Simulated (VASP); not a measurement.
Set up this calculation in VASP 6.6.1, as the native input.

```yaml
Task: electric field gradients
Functional: r2SCAN
Potentials_or_basis: VASP PAW PBE potentials, release 64 (Ti_sv, B)
Cutoff: 520 eV
k_mesh: 15 × 15 × 15
Occupations: fermi-dirac, width 0.05 eV
Spin: no spin polarisation
Dipole_correction: no
Further_INCAR_settings: ALGO = Normal; EDIFF = 1e-08; NBANDS = 14
```

The system is TiB.

```
CELL_PARAMETERS angstrom
0.00000 2.10100 2.10100
2.10100 0.00000 2.10100
2.10100 2.10100 0.00000
ATOMIC_POSITIONS crystal
Ti 0.25000 0.25000 0.25000
B 0.00000 0.00000 0.00000
```

One way to write it, as run:

POSCAR

```
TiB
1.0
    0.0000000000      2.1010000000      2.1010000000
    2.1010000000      0.0000000000      2.1010000000
    2.1010000000      2.1010000000      0.0000000000
Ti B
1 1
Direct
    0.2500000000      0.2500000000      0.2500000000
    0.0000000000      0.0000000000      0.0000000000
```

INCAR.step1

```
  PREC = Accurate
  ENCUT = 520
  ISMEAR = -1
  SIGMA = 0.05
  LREAL = False
  LASPH = True
  NELM = 60
  NBANDS = 14
  GGA = PE
  ALGO = Normal
  EDIFF = 1E-4
  LWAVE = True
  LCHARG = False
```

INCAR.step2

```
  PREC = Accurate
  ENCUT = 520
  EDIFF = 1E-8
  ISMEAR = -1
  SIGMA = 0.05
  LREAL = False
  LASPH = True
  NELM = 60
  ALGO = Normal
  ISIF = 2
  LWAVE = False
  LCHARG = False
  METAGGA = R2SCAN
  LMIXTAU = True
  LEFG = True
  NBANDS = 14
  ISTART = 1
```

KPOINTS

```
Automatic mesh
0
Gamma
  15 15 15
```

Potentials or basis: VASP PAW PBE potentials, release 64 (Ti_sv, B).

Command:

```bash
$ cat potpaw_PBE.64/Ti_sv/POTCAR potpaw_PBE.64/B/POTCAR > POTCAR
$ cp INCAR.step1 INCAR
$ mpirun -np 1 vasp_std > vasp.out
$ cp INCAR.step2 INCAR
$ mpirun -np 1 vasp_std > vasp.out
```

Results of the run:

```yaml
Pressure: 122.2 GPa
```

Caveat: without QUAD_EFG the Cq values of the log hold for a quadrupole moment of 1 mb, not for the nuclei; the PAW data sets were made with another functional, which shifts forces and pressure a little.

Run time: 6.5 min on 1 thread of AMD EPYC 7R43 64-Core Processor (Zen 3) (shared host), peak memory 0.13 GiB.
